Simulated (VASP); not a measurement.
A run of VASP 6.6.1:

Contents of INCAR:

```
SYSTEM = Hf
PREC = Accurate ; ENCUT = 400
EDIFF = 1E-6 ; ISMEAR = 1
SIGMA = 0.1 ; LREAL = .False.
LASPH = .True. ; NELM = 120
ALGO = Normal ; ISIF = 2
LWAVE = .False. ; LCHARG = .False.
LDIPOL = .True. ; IDIPOL = 3
DIPOL = 0.5 0.5 0.388 ; GGA = PS
IVDW = 12 ; NBANDS = 28
GGA_COMPAT = .False. ; NELMDL = -8
```

Contents of KPOINTS:

```
regular mesh
0
Gamma
  12 12 1
  0 0 0
```

File POSCAR:

```
Hf
1.0
    3.1238467834      0.0000000000      0.0000000000
   -1.5619233917      2.7053306720      0.0000000000
    0.0000000000      0.0000000000     27.4353847131
Hf
4
Direct
    0.3333333333      0.6666666667      0.2551449551
    0.6666666667      0.3333333333      0.3408984967
    0.3333333333      0.6666666667      0.4346479326
    0.6666666667      0.3333333333      0.5229350536
```

Potentials or basis: VASP PAW PBE potentials, release 64 (Hf_pv).

Run with:

```sh
$ cat potpaw_PBE.64/Hf_pv/POTCAR > POTCAR
$ mpirun -np 1 vasp_std > vasp.out
```

Hardware: 1 thread of AMD EPYC 7R43 64-Core Processor (Zen 3), on a shared host.

Q: How long does it take, and how much memory?

A: Run time: 10 min on 1 thread of AMD EPYC 7R43 64-Core Processor (Zen 3), on a shared host, peak memory 0.24 GiB. Counts: scf iterations 62, k points 19.
